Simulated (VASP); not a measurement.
A run of VASP 6.6.1:

Contents of INCAR:

```
PREC     = Accurate       # precision mode
ENCUT    = 520            # plane-wave cutoff, eV
EDIFF    = 1E-6           # SCF threshold, eV
ISMEAR   = 1              # smearing method
SIGMA    = 0.1            # smearing width, eV
LREAL    = F              # projectors in reciprocal space
LASPH    = T              # aspherical terms in the spheres
NELM     = 100            # most SCF steps
ALGO     = Normal         # electronic algorithm
ISIF     = 2              # what is computed and relaxed
LWAVE    = F              # write WAVECAR
LCHARG   = F              # write CHGCAR
GGA      = CA             # functional
NBANDS   = 36             # bands
```

Contents of KPOINTS:

```
Automatic mesh
0
Gamma
  8 8 3
```

POSCAR

```
Ti3PO2
1.0
    3.2141571762      0.0000000000      0.0000000000
   -1.6070785932      2.7835417652      0.0000000000
    0.0000000000      0.0000000000      8.1283965413
Ti P O
3 1 2
Direct
    0.3333333333      0.6666666667      0.7067560000
    0.6666666667      0.3333333333      0.2932440000
    0.0000000000      0.0000000000      0.0000000000
    0.0000000000      0.0000000000      0.5000000000
    0.3333333333      0.6666666667      0.1422570000
    0.6666666667      0.3333333333      0.8577430000
```

Potentials or basis: VASP PAW LDA potentials, release 64 (Ti_sv, P, O).

Run with:

```console
$ cat potpaw_LDA.64/Ti_sv/POTCAR potpaw_LDA.64/P/POTCAR potpaw_LDA.64/O/POTCAR > POTCAR
$ mpirun -np 1 vasp_std > vasp.out
```

Hardware: 1 thread of Intel(R) Xeon(R) Platinum 8375C CPU @ 2.90GHz (Ice Lake) (shared host).

Problem. How long does it take, and how much memory?

Solution. Run time: 2.1 min on 1 thread of Intel(R) Xeon(R) Platinum 8375C CPU @ 2.90GHz (Ice Lake) (shared host), peak memory 0.19 GiB. Counts: scf iterations 18, k points 25.
